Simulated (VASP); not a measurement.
# Mg4H in VASP: a series of runs

The runs below take Mg4H through single point, with PBE.

Everything below comes from runs of VASP 6.6.1. Logs are shortened: lines on timing, memory, paths and dates and some standing lists are left out, and cuts for length are marked.

### 1 The cell of the first run

The cell holds a slab with vacuum, 10 atoms: a = 6.420 Å, b = 5.138 Å, c = 21.664 Å, α = 90.00°, β = 90.00°, γ = 90.00°.

### 2 Single point, PBE

File INCAR:

```
SYSTEM = Mg4H
PREC     = Accurate       ! precision mode
ENCUT    = 520            ! plane-wave cutoff, eV
EDIFF    = 1E-7           ! SCF threshold, eV
ISMEAR   = 0              ! smearing method
SIGMA    = 0.1            ! smearing width, eV
LREAL    = .False.        ! projectors in reciprocal space
LASPH    = .True.         ! aspherical terms in the spheres
NELM     = 80             ! most SCF steps
ALGO     = Normal         ! electronic algorithm
ISIF     = 2              ! what is computed and relaxed
LWAVE    = .False.        ! write WAVECAR
LCHARG   = .False.        ! write CHGCAR
LDIPOL   = .True.       
IDIPOL   = 3            
DIPOL    = 0.5 0.5 0.315
GGA      = PE             ! functional
NBANDS   = 20             ! bands
```

File KPOINTS:

```
regular mesh
0
Gamma
  4 5 1
  0 0 0
```

File POSCAR:

```
Mg4H
1.0
    6.4201385733      0.0000000000      0.0000000000
    0.0000000000      5.1379129567      0.0000000000
    0.0000000000      0.0000000000     21.6644777330
Mg H
8 2
Direct
    0.0000000000      0.7500000000      0.1846340378
    0.5000000000      0.7500000000      0.1846340378
    0.2500000000      0.2500000000      0.2274076137
    0.7500000000      0.2500000000      0.2274076137
    0.2500000000      0.7500000000      0.3173234500
    0.7500000000      0.7500000000      0.3173234500
    0.0000000000      0.2500000000      0.3537808678
    0.5000000000      0.2500000000      0.3537808678
    0.6993780397      0.0833333333      0.4922563961
    0.8006219603      0.0833333333      0.4922563961
```

Potentials or basis: VASP PAW PBE potentials, release 64 (Mg, H).

Launch:

```console
> cat potpaw_PBE.64/Mg/POTCAR potpaw_PBE.64/H/POTCAR > POTCAR
> mpirun -np 1 vasp_std > vasp.out
```

OUTCAR:

```text
SYSTEM = Mg4H
   PREC = Accurate
   ENCUT = 520
   EDIFF = 1E-7
   ISMEAR = 0
   LREAL = .False.
   LASPH = .True.
   NELM = 80
   ISIF = 2
   GGA = PE

 ion  position               nearest neighbor table
   1  0.000  0.750  0.185-   3 3.17   4 3.17   3 3.17   4 3.17   2 3.21   2 3.21   6 3.29   5 3.29

   2  0.500  0.750  0.185-   3 3.17   4 3.17   3 3.17   4 3.17   1 3.21   1 3.21   6 3.29   5 3.29

   3  0.250  0.250  0.227-   1 3.17   2 3.17   1 3.17   2 3.17   7 3.17   8 3.17   4 3.21   4 3.21
                             5 3.22   5 3.22
   4  0.750  0.250  0.227-   1 3.17   2 3.17   1 3.17   2 3.17   7 3.17   8 3.17   3 3.21   3 3.21
                             6 3.22   6 3.22
   5  0.250  0.750  0.317-   7 3.13   8 3.13   7 3.13   8 3.13   6 3.21   6 3.21   3 3.22   3 3.22
                             1 3.29   2 3.29
   6  0.750  0.750  0.317-   7 3.13   8 3.13   7 3.13   8 3.13   5 3.21   5 3.21   4 3.22   4 3.22
                             1 3.29   2 3.29
   7  0.000  0.250  0.354-   5 3.13   6 3.13   5 3.13   6 3.13   3 3.17   4 3.17   8 3.21   8 3.21

   8  0.500  0.250  0.354-   5 3.13   6 3.13   5 3.13   6 3.13   3 3.17   4 3.17   7 3.21   7 3.21

   9  0.699  0.083  0.492-  10 0.65
  10  0.801  0.083  0.492-   9 0.65

  LATTYP: Found a simple orthorhombic cell.
 ALAT       =     5.1379129567
 B/A-ratio  =     1.2495615686
 C/A-ratio  =     4.2165910391

  Lattice vectors:

 A1 = (   0.0000000000,  -5.1379129567,   0.0000000000)
 A2 = (   6.4201385733,   0.0000000000,   0.0000000000)
 A3 = (   0.0000000000,   0.0000000000,  21.6644777330)

Analysis of symmetry for initial positions (statically):
=====================================================================
 Subroutine PRICEL returns:
 Original cell was already a primitive cell.

 Routine SETGRP: Setting up the symmetry group for a
 simple orthorhombic supercell.

 Subroutine GETGRP returns: Found  2 space group operations
 (whereof  1 operations were pure point group operations)
 out of a pool of  8 trial point group operations.

The static configuration has the point symmetry C_1 .
 The point group associated with its full space group is C_1h.

Analysis of symmetry for dynamics (positions and initial velocities):
=====================================================================
 Subroutine PRICEL returns:
 Original cell was already a primitive cell.

 Routine SETGRP: Setting up the symmetry group for a
 simple orthorhombic supercell.

 Subroutine GETGRP returns: Found  2 space group operations
[... 119 lines left out ...]
   ISMEAR =     0;   SIGMA  =   0.10  broadening in eV -4-tet -1-fermi 0-gaus
   EFERMI_NEDOS =   21; number of points for ismear=-14 and -15
   IALGO  =     38    algorithm
   IMIX   =      4    mixing-type and parameters
     AMIX     =   0.40;   BMIX     =  1.00
     AMIX_MAG =   1.60;   BMIX_MAG =  1.00
  volume/ion in A,a.u.               =      71.46       482.25
  Fermi-wavevector in a.u.,A,eV,Ry     =   0.479887  0.906855  3.133310  0.230292
  Thomas-Fermi vector in A             =   1.477146
   LORBIT       =      0    0 simple, 1 ext, 2 COOP (PROOUT), +10 PAW based schemes
   GGA     = PE    functional components
   LHFCALC =     F    Hartree Fock is set to
   AEXX    =    0.0000 exact exchange contribution
   IVDW    =     0    specifies the selected vdW correction
   LEPSILON=     F    determine dielectric tensor
   LRPA    =     F    only Hartree local field effects (RPA)
 non-spin polarized calculation
 Gauss-broadening in eV      SIGMA  =   0.10
  energy-cutoff  :      520.00
  volume of cell :      714.63
 maximum number of plane-waves:     19292
 NGX is ok and might be reduce to    48
   NGX = 23   NGY = 19   NGZ = 81

 number of electron      18.0000000 magnetization

 dipolmoment           0.000000      0.000000     -0.024407 electrons x Angstroem

 Free energy of the ion-electron system (eV)
  ---------------------------------------------------
  ext. energy  EPLUGINS =         0.00000000
  ---------------------------------------------------
  free energy    TOTEN  =       -15.86928108 eV

  energy without entropy =      -15.82795074  energy(sigma->0) =      -15.84861591

 E-fermi :  -1.9565     XC(G=0):  -3.1844

 val. band max:       -1.9688711042   @ k =   0.2500   0.2000   0.0000
 cond. band min:      -1.9480903339   @ k =   0.0000   0.2000   0.0000
 fundamental gap:      0.0207807703
 Fermi energy:        -1.9564522412

 k-point     1 :       0.0000    0.0000    0.0000
  band No.  band energies     occupation
      1      -9.4355      2.00000
      2      -7.9304      2.00000
      3      -5.8146      2.00000
      4      -4.4201      2.00000
      5      -4.3036      2.00000
      6      -2.9462      2.00000
[... 196 lines left out ...]
     19       2.1101      0.00000
     20       2.3713      0.00000

------------------------ aborting loop because EDIFF is reached ----------------------------------------

 vacuum level on the upper side and lower side of the slab       (xc-potential included)        -0.098         0.008

  FORCE on cell =-STRESS in cart. coord.  units (eV):
  Direction    XX          YY          ZZ          XY          YZ          ZX
  --------------------------------------------------------------------------------------
  -------------------------------------------------------------------------------------
  Total        1.2757308     -2.9478786     -0.4183307      0.0000000     -0.0449462      0.0000000
  in kB        2.8601595     -6.6090770     -0.9378880      0.0000000     -0.1007683      0.0000000
  external PRESSURE =      -1.5622685 kB  Pullay stress =       0.0000000 kB

 VOLUME and BASIS-vectors are now :
 -----------------------------------------------------------------------------
  energy-cutoff  :      520.00
  volume of cell :      714.63
      direct lattice vectors                 reciprocal lattice vectors
     6.420138573  0.000000000  0.000000000     0.155759878  0.000000000  0.000000000
     0.000000000  5.137912957  0.000000000     0.000000000  0.194631557  0.000000000
     0.000000000  0.000000000 21.664477733     0.000000000  0.000000000  0.046158509

 POSITION                                       TOTAL-FORCE (eV/Angst)
 -----------------------------------------------------------------------------------
      0.00000      3.85343      4.00000         0.038645     -0.001187      0.190013
      3.21007      3.85343      4.00000        -0.038645     -0.001187      0.190013
      1.60503      1.28448      4.92667         0.000000      0.007828     -0.128529
      4.81510      1.28448      4.92667         0.000000     -0.006636     -0.099734
      1.60503      3.85343      6.87465         0.000000      0.003860     -0.008901
      4.81510      3.85343      6.87465         0.000000     -0.008830     -0.046098
      0.00000      1.28448      7.66448         0.051567      0.012077     -0.104450
      3.21007      1.28448      7.66448        -0.051567      0.012077     -0.104450
      4.49010      0.42816     10.66448        -4.890875     -0.009000      0.056069
      5.14010      0.42816     10.66448         4.890875     -0.009000      0.056069
 -----------------------------------------------------------------------------------
    total drift:                               -0.000000      0.000109      0.000134

  FREE ENERGIE OF THE ION-ELECTRON SYSTEM (eV)
  ---------------------------------------------------
  free  energy   TOTEN  =       -15.8692810838 eV

  energy  without entropy=      -15.8279507446  energy(sigma->0) =      -15.84861591

 vacuum level on the upper side and lower side of the slab         1.582         1.700
```

stdout:

```text
POSCAR found type information on POSCAR MgH
 POSCAR found :  2 types and      10 ions
 scaLAPACK will be used
 LDA part: xc-table for (Slater+PW92), standard interpolation
 POSCAR, INCAR and KPOINTS ok, starting setup
 FFT: planning ... GRIDC
 FFT: planning ... GRID_SOFT
 FFT: planning ... GRID
 WAVECAR not read
 entering main loop
```

Run time: 3 min. Hardware: 1 thread of Intel Xeon 6975P-C (Granite Rapids), shared host; peak memory 0.64 GiB.

Results:

| Property | Result |
| --- | --- |
| Free energy | -15.8693 eV |
| Largest force | 4.891 eV/Å |
| Band gap on the k mesh | zero (band 9 reaches -1.79 eV, above the bottom of band 10 at -2.06 eV) |

Forces on the atoms (eV/Å):
```
Mg   0.039 -0.001  0.190
Mg  -0.039 -0.001  0.190
Mg   0.000  0.008 -0.129
Mg   0.000 -0.007 -0.100
Mg   0.000  0.004 -0.009
Mg   0.000 -0.009 -0.046
Mg   0.052  0.012 -0.104
Mg  -0.052  0.012 -0.104
H   -4.891 -0.009  0.056
H    4.891 -0.009  0.056
```

Levels at points of the mesh, in eV from the Fermi level:
```csv
k point,band 7,band 8,band 9,band 10,band 11,band 12
"(0.00, 0.00, 0.00)",-0.74,-0.51,-0.20,-0.05,1.20,1.60
"(0.50, 0.00, 0.00)",-0.10,0.09,0.10,0.78,0.79,1.71
```

### 3 Single point, PBE

File INCAR:

```
ALGO = Normal
DIPOL = 0.5 0.5 0.292
EDIFF = 1E-6
ENCUT = 520
GGA = PE
IDIPOL = 3
ISIF = 2
ISMEAR = 0
LASPH = T
LCHARG = F
LDIPOL = T
LREAL = F
LWAVE = F
NBANDS = 20
NELM = 100
PREC = Accurate
SIGMA = 0.1
```

File KPOINTS:

```
k-points
0
Gamma
  4 5 1
```

Edit POSCAR of step 2 so:

```diff
@@ -16,3 +16,3 @@
     0.5000000000      0.2500000000      0.3537808678
-    0.6993780397      0.0833333333      0.4922563961
-    0.8006219603      0.0833333333      0.4922563961
+    0.6915900458      0.0833333333      0.3745521971
+    0.8084099542      0.0833333333      0.3745521971
```

Potentials or basis: VASP PAW PBE potentials, release 64 (Mg, H).

Launch:

```console
> cat potpaw_PBE.64/Mg/POTCAR potpaw_PBE.64/H/POTCAR > POTCAR
> mpirun -np 1 vasp_std > vasp.out
```

It took 2.5 min on 1 thread of Intel Xeon 6975P-C (Granite Rapids), shared host; peak memory 0.65 GiB.

It converged, with:

| Item | Value |
| --- | --- |
| Free energy | -13.4908 eV |
| Largest force | 3.589 eV/Å |
| Band gap on the k mesh | zero (band 9 reaches -1.57 eV, above the bottom of band 10 at -1.82 eV) |

Forces in eV/Å, atoms in the order of the input:
```
Mg  -0.043  0.077  0.193
Mg   0.043  0.077  0.193
Mg   0.000 -0.016 -0.118
Mg   0.000 -0.064 -0.216
Mg   0.000  0.065  0.042
Mg   0.000 -0.490 -0.390
Mg   2.815  1.936 -1.099
Mg  -2.815  1.936 -1.099
H   -0.935 -1.762  1.247
H    0.935 -1.762  1.247
```

Levels at points of the mesh, in eV from the Fermi level:
```csv
k point,band 6,band 7,band 8,band 9,band 10,band 11,band 12,band 13
"(0.00, 0.00, 0.00)",-1.15,-0.90,-0.87,-0.31,0.19,1.08,1.41,1.56
"(0.50, 0.00, 0.00)",-0.55,-0.34,-0.12,0.25,0.63,0.86,0.96,1.49
```

### 4 Single point, PBE

File INCAR:

```
PREC = Accurate
ENCUT = 520
EDIFF = 1E-6
ISMEAR = 0
SIGMA = 0.1
LREAL = F
LASPH = T
NELM = 100
ALGO = Normal
ISIF = 2
LWAVE = F
LCHARG = T
LDIPOL = T
IDIPOL = 3
DIPOL = 0.5 0.5 0.297
GGA = PE
LELF = T
LVHAR = T
LVACPOTAV = T
NBANDS = 20
```

File KPOINTS:

```
regular mesh
0
Gamma
  4 5 1
```

Edit POSCAR of step 3 so:

```diff
@@ -16,3 +16,3 @@
     0.5000000000      0.2500000000      0.3537808678
-    0.6915900458      0.0833333333      0.3745521971
-    0.8084099542      0.0833333333      0.3745521971
+    0.6915900458      0.0833333333      0.4040936431
+    0.8084099542      0.0833333333      0.4040936431
```

Potentials or basis: VASP PAW PBE potentials, release 64 (Mg, H).

Launch:

```console
> cat potpaw_PBE.64/Mg/POTCAR potpaw_PBE.64/H/POTCAR > POTCAR
> mpirun -np 1 vasp_std > vasp.out
```

OUTCAR:

```text
PREC = Accurate
   ENCUT = 520
   EDIFF = 1E-6
   ISMEAR = 0
   LREAL = F
   LASPH = T
   NELM = 100
   ISIF = 2
   GGA = PE

 ion  position               nearest neighbor table
   1  0.000  0.750  0.185-   3 3.17   4 3.17   3 3.17   4 3.17   2 3.21   2 3.21   6 3.29   5 3.29

   2  0.500  0.750  0.185-   3 3.17   4 3.17   3 3.17   4 3.17   1 3.21   1 3.21   6 3.29   5 3.29

   3  0.250  0.250  0.227-   1 3.17   2 3.17   1 3.17   2 3.17   7 3.17   8 3.17   4 3.21   4 3.21
                             5 3.22   5 3.22
   4  0.750  0.250  0.227-   1 3.17   2 3.17   1 3.17   2 3.17   7 3.17   8 3.17   3 3.21   3 3.21
                             6 3.22   6 3.22
   5  0.250  0.750  0.317-   7 3.13   8 3.13   7 3.13   8 3.13   6 3.21   6 3.21   3 3.22   3 3.22
                             1 3.29   2 3.29
   6  0.750  0.750  0.317-   7 3.13   8 3.13   7 3.13   8 3.13   5 3.21   5 3.21   4 3.22   4 3.22
                             1 3.29   2 3.29
   7  0.000  0.250  0.354-  10 1.85   6 3.13   5 3.13   5 3.13   6 3.13   4 3.17   3 3.17   8 3.21
                             8 3.21
   8  0.500  0.250  0.354-   9 1.85   6 3.13   5 3.13   5 3.13   6 3.13   4 3.17   3 3.17   7 3.21
                             7 3.21
   9  0.692  0.083  0.404-  10 0.75   8 1.85
  10  0.808  0.083  0.404-   9 0.75   7 1.85

  LATTYP: Found a simple orthorhombic cell.
 ALAT       =     5.1379129567
 B/A-ratio  =     1.2495615686
 C/A-ratio  =     4.2165910391

  Lattice vectors:

 A1 = (   0.0000000000,  -5.1379129567,   0.0000000000)
 A2 = (   6.4201385733,   0.0000000000,   0.0000000000)
 A3 = (   0.0000000000,   0.0000000000,  21.6644777330)

Analysis of symmetry for initial positions (statically):
=====================================================================
 Subroutine PRICEL returns:
 Original cell was already a primitive cell.

 Routine SETGRP: Setting up the symmetry group for a
 simple orthorhombic supercell.

 Subroutine GETGRP returns: Found  2 space group operations
[... 150 lines left out ...]
 non-spin polarized calculation
 Gauss-broadening in eV      SIGMA  =   0.10
  energy-cutoff  :      520.00
  volume of cell :      714.63
 maximum number of plane-waves:     19292
 NGX is ok and might be reduce to    48
   NGX = 23   NGY = 19   NGZ = 81

 dipolmoment           0.000000      0.000000      0.105583 electrons x Angstroem

 number of electron      17.9999999 magnetization

 dipolmoment           0.000000      0.000000     -0.022440 electrons x Angstroem

 Free energy of the ion-electron system (eV)
  ---------------------------------------------------
  ext. energy  EPLUGINS =         0.00000000
  ---------------------------------------------------
  free energy    TOTEN  =       -14.91331634 eV

  energy without entropy =      -14.88127585  energy(sigma->0) =      -14.89729610

 E-fermi :  -1.8231     XC(G=0):  -3.0887

 val. band max:       -1.8364197235   @ k =   0.0000   0.4000   0.0000
 cond. band min:      -1.7924647357   @ k =   0.2500   0.0000   0.0000
 fundamental gap:      0.0439549878
 Fermi energy:        -1.8231137190

 k-point     1 :       0.0000    0.0000    0.0000
  band No.  band energies     occupation
      1     -11.8199      2.00000
      2      -7.7312      2.00000
      3      -5.4602      2.00000
      4      -4.3760      2.00000
      5      -4.2845      2.00000
      6      -2.8213      2.00000
[... 196 lines left out ...]
     19       2.1933      0.00000
     20       2.3599      0.00000

------------------------ aborting loop because EDIFF is reached ----------------------------------------

  FORCE on cell =-STRESS in cart. coord.  units (eV):
  Direction    XX          YY          ZZ          XY          YZ          ZX
  --------------------------------------------------------------------------------------
  -------------------------------------------------------------------------------------
  Total        1.0247946     -0.2343065      1.0579532      0.0000000     -1.0226684      0.0000000
  in kB        2.2975663     -0.5253098      2.3719072      0.0000000     -2.2927992      0.0000000
  external PRESSURE =       1.3813879 kB  Pullay stress =       0.0000000 kB

 VOLUME and BASIS-vectors are now :
 -----------------------------------------------------------------------------
  energy-cutoff  :      520.00
  volume of cell :      714.63
      direct lattice vectors                 reciprocal lattice vectors
     6.420138573  0.000000000  0.000000000     0.155759878  0.000000000  0.000000000
     0.000000000  5.137912957  0.000000000     0.000000000  0.194631557  0.000000000
     0.000000000  0.000000000 21.664477733     0.000000000  0.000000000  0.046158509

 POSITION                                       TOTAL-FORCE (eV/Angst)
 -----------------------------------------------------------------------------------
      0.00000      3.85343      4.00000         0.095295      0.021639      0.189410
      3.21007      3.85343      4.00000        -0.095295      0.021639      0.189410
      1.60503      1.28448      4.92667         0.000000      0.034346     -0.175374
      4.81510      1.28448      4.92667         0.000000     -0.053776     -0.006324
      1.60503      3.85343      6.87465         0.000000      0.057661      0.046031
      4.81510      3.85343      6.87465         0.000000     -0.277449     -0.295763
      0.00000      1.28448      7.66448         0.919831      0.598140     -0.789949
      3.21007      1.28448      7.66448        -0.919831      0.598140     -0.789949
      4.44010      0.42816      8.75448        -1.383637     -0.500169      0.816255
      5.19010      0.42816      8.75448         1.383637     -0.500169      0.816255
 -----------------------------------------------------------------------------------
    total drift:                                0.000000      0.000039     -0.000158

  FREE ENERGIE OF THE ION-ELECTRON SYSTEM (eV)
  ---------------------------------------------------
  free  energy   TOTEN  =       -14.9133163366 eV

  energy  without entropy=      -14.8812758536  energy(sigma->0) =      -14.89729610

 vacuum level on the upper side and lower side of the slab         1.637         1.760
```

stdout:

```text
POSCAR found type information on POSCAR MgH
 POSCAR found :  2 types and      10 ions
 scaLAPACK will be used
 LDA part: xc-table for (Slater+PW92), standard interpolation
 POSCAR, INCAR and KPOINTS ok, starting setup
 FFT: planning ... GRIDC
 FFT: planning ... GRID_SOFT
 FFT: planning ... GRID
 WAVECAR not read
 entering main loop
 -----------------------------------------------------------------------------
|                                                                             |
|           W    W    AA    RRRRR   N    N  II  N    N   GGGG   !!!           |
|           W    W   A  A   R    R  NN   N  II  NN   N  G    G  !!!           |
|           W    W  A    A  R    R  N N  N  II  N N  N  G       !!!           |
|           W WW W  AAAAAA  RRRRR   N  N N  II  N  N N  G  GGG   !            |
|           WW  WW  A    A  R   R   N   NN  II  N   NN  G    G                |
|           W    W  A    A  R    R  N    N  II  N    N   GGGG   !!!           |
|                                                                             |
|     Did not find any points to average over, which means that no vacuum     |
|     field-free region was found. Please increase the size of  your cell     |
|     in the dimension of the dipole correction to obtain accurate            |
|     workfunction values.                                                    |
|                                                                             |
 -----------------------------------------------------------------------------
```

Run time: 2.7 min. Hardware: 1 thread of Intel Xeon 6975P-C (Granite Rapids), shared host; peak memory 0.65 GiB.

Results:

```
Free energy            : -14.9133 eV
Largest force          : 1.683 eV/Å
Band gap on the k mesh : zero (band 9 reaches -1.40 eV, above the bottom of band 10 at -1.87 eV)
```

Forces in eV/Å, atoms in the order of the input:
```
Mg   0.095  0.022  0.189
Mg  -0.095  0.022  0.189
Mg   0.000  0.034 -0.175
Mg   0.000 -0.054 -0.006
Mg   0.000  0.058  0.046
Mg   0.000 -0.277 -0.296
Mg   0.920  0.598 -0.790
Mg  -0.920  0.598 -0.790
H   -1.384 -0.500  0.816
H    1.384 -0.500  0.816
```
